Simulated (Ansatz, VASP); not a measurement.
**TaHO2: VASP beside Ansatz**

Contents of INCAR:

```
ALGO = Normal ; EDIFF = 1E-6
ENCUT = 520 ; GGA = PE
ISIF = 2 ; ISMEAR = 0
LASPH = True ; LCHARG = False
LREAL = False ; LWAVE = False
NBANDS = 34 ; NELM = 60
PREC = Accurate ; SIGMA = 0.1
```

The input KPOINTS:

```
k-points
0
Gamma
  6 6 2
```

Contents of POSCAR:

```
TaHO2
1.0
    3.0042465600      0.0000000000      0.0000000000
   -1.5021232800      2.6017538400      0.0000000000
    0.0000000000      0.0000000000      9.5651676100
Ta H O
2 2 4
Direct
    0.6666666700      0.3333333300      0.7500000000
    0.3333333300      0.6666666700      0.2500000000
    0.0000000000      0.0000000000      0.0000000000
    0.0000000000      0.0000000000      0.5000000000
    0.3333333300      0.6666666700      0.8849994000
    0.3333333300      0.6666666700      0.6150006000
    0.6666666700      0.3333333300      0.3849994000
    0.6666666700      0.3333333300      0.1150006000
```

Input for Ansatz:

```yaml
crystal:
  lattice:
    - [3.00424656, 0.0, 0.0]
    - [-1.50212328, 2.60175384, 0.0]
    - [0.0, 0.0, 9.56516761]
  atoms:
    - { symbol: Ta, position: [0.66666667, 0.33333333, 0.75] }
    - { symbol: Ta, position: [0.33333333, 0.66666667, 0.25] }
    - { symbol: H, position: [0.0, 0.0, 0.0] }
    - { symbol: H, position: [0.0, 0.0, 0.5] }
    - { symbol: O, position: [0.33333333, 0.66666667, 0.8849994] }
    - { symbol: O, position: [0.33333333, 0.66666667, 0.6150006] }
    - { symbol: O, position: [0.66666667, 0.33333333, 0.3849994] }
    - { symbol: O, position: [0.66666667, 0.33333333, 0.1150006] }
basis:
  ecutwfc: 420
kpoints:
  mp_grid: { grid: [6, 6, 2] }
hamiltonian:
  xc: pbe
scf:
  occupations: { method: gaussian, width: 0.1 }
  lower_state_search: "off"
output:
  forces: true
  stress: true
  eigenvalues: true
```

Alike in both runs: task single point; functional PBE; k mesh 6 × 6 × 2; occupations gaussian, width 0.1 eV; no spin polarisation.

|  | VASP | Ansatz |
| --- | --- | --- |
| version | VASP 6.6.1 | Ansatz 0.2.0 |
| potentials or method | VASP PAW PBE potentials, release 64 (Ta_pv, H, O), cutoff 520 eV | scalar-relativistic, plane waves, PAW |
| valence electrons in the cell | 48 | 52 |

VASP gave:

```
gap on the k mesh at the Fermi level (eV)                     : none
pressure (GPa)                                                : -10.7
traceless stress, the component that is largest in VASP (GPa) : 12.24
rms of the force components (eV/Å)                            : 0.280
```

Question: What did Ansatz give for the same quantities?

Answer: gap on the k mesh at the Fermi level (eV): none; pressure (GPa): -11.2; traceless stress, the component that is largest in VASP (GPa): 12.14; rms of the force components (eV/Å): 0.308.

Atom by atom the forces differ by 0.029 eV/Å (rms over components). A gap of «none» marks a metal or a gap that the smearing closes. The functional is the same, so the differences come from potentials, cutoffs and numerics. VASP's potentials hold 48 valence electrons a cell and Ansatz's 52, so a difference there can come from the potentials and not from the codes.

The k mesh is coarse, so the values compare programs but aren't converged. Neither program's run includes spin-orbit coupling.
